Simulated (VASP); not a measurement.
# Ge: relaxation of volume and atoms at fixed shape with LDA

Crystal: Ge.

```xyz
2
Lattice="0.0000 2.8289 2.8289 2.8289 0.0000 2.8289 2.8289 2.8289 0.0000" Properties=species:S:1:pos:R:3 pbc="T T T"
Ge    0.0000    0.0000    0.0000
Ge    1.4145    1.4145    1.4145
```

```json
{
  "Program": "VASP 6.6.1",
  "Task": "relaxation of volume and atoms at fixed shape",
  "Functional": "LDA",
  "Potentials or basis": "VASP PAW LDA potentials, release 64 (Ge_d)",
  "Cutoff": "600 eV",
  "k mesh": "7 × 7 × 7",
  "Occupations": "fermi-dirac, width 0.02 eV",
  "Spin": "no spin polarisation",
  "Dipole correction": "no",
  "Further INCAR settings": "ALGO = Normal; EDIFF = 1e-06; IBRION = 2; EDIFFG = -0.03; NSW = 80; ISIF = 8"
}
```

```
Relaxed volume                        : 22.24 Å³/atom
Relaxed cell                          : a = 3.977 Å, b = 3.977 Å, c = 3.977 Å, α = 60.00°, β = 60.00°, γ = 60.00°
Space group after relaxing (to 0.1 Å) : Fd-3m (No. 227)
Energy gained by relaxing             : 1.4 meV/atom
Ionic steps                           : 3
Pressure after relaxing               : 0.0 GPa
Band gap on the k mesh                : 0.02 eV
```

Step by step:
| step | energy change (eV) | largest force (eV/Å) | pressure (GPa) | volume (Å³) |
| --- | --- | --- | --- | --- |
| 1 | 0.0000 | 0.0000 | -1.14 | 45.28 |
| 2 | -0.0024 | 0.0000 | 0.23 | 44.23 |
| 3 | -0.0027 | 0.0000 | -0.01 | 44.47 |

Final structure:
```xyz
2
Lattice="0.0000 2.8121 2.8121 2.8121 0.0000 2.8121 2.8121 2.8121 0.0000" Properties=species:S:1:pos:R:3 pbc="T T T"
Ge    0.0000    0.0000    0.0000
Ge    1.4060    1.4060    1.4060
```

Levels at points of the mesh, in eV from the valence-band top:
```tsv
k point	band 12	band 13	band 14	band 15	band 16	band 17
(0.00, 0.00, 0.00)	0.00	0.00	0.00	0.02	2.53	2.53
```

Wall time 48 s on 1 thread of AMD EPYC 7R13, with other jobs on the host, peak memory 0.13 GiB.

Caveat: the smearing spreads over this small gap; semilocal functionals underestimate gaps, and a narrow one can read as zero; an odd mesh through Γ misses points on the zone boundary, where band edges can lie. Zero-point motion and thermal expansion aren't in these numbers.
